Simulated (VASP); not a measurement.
Input of a VASP 6.6.1 run:

File INCAR:

```
SYSTEM = V3Mo
  PREC = Accurate
  ENCUT = 500
  EDIFF = 1E-6
  ISMEAR = -1
  SIGMA = 0.05
  LREAL = .False.
  LASPH = .True.
  NELM = 200
  ALGO = Normal
  ISIF = 2
  LWAVE = .False.
  LCHARG = .False.
  ISPIN = 2
  MAGMOM = 0.28 0.28 0.51 0.06
  LORBIT = 11
  NUPDOWN = 1.3
  LMAXMIX = 4
  GGA = CA
  NBANDS = 38
  GGA_COMPAT = .False.
```

The input KPOINTS:

```
regular mesh
0
Gamma
  7 7 7
  0 0 0
```

File POSCAR:

```
V3Mo
1.0
    0.0000000000      3.0240870900      3.0240870900
    3.0240870900      0.0000000000      3.0240870900
    3.0240870900      3.0240870900      0.0000000000
V Mo
3 1
Direct
    0.2500000000      0.2500000000      0.2500000000
    0.7500000000      0.7500000000      0.7500000000
    0.5000000000      0.5000000000      0.5000000000
    0.0000000000      0.0000000000      0.0000000000
```

Potentials or basis: VASP PAW LDA potentials, release 64 (V_sv, Mo_sv).

Run with:

```sh
$ cat potpaw_LDA.64/V_sv/POTCAR potpaw_LDA.64/Mo_sv/POTCAR > POTCAR
$ mpirun -np 1 vasp_std > vasp.out
```

Question: What does it give for the pressure?

Answer: -9.8 GPa.

Caveat: the cell stands under tension; the total moment is fixed, so each spin has its own Fermi level.
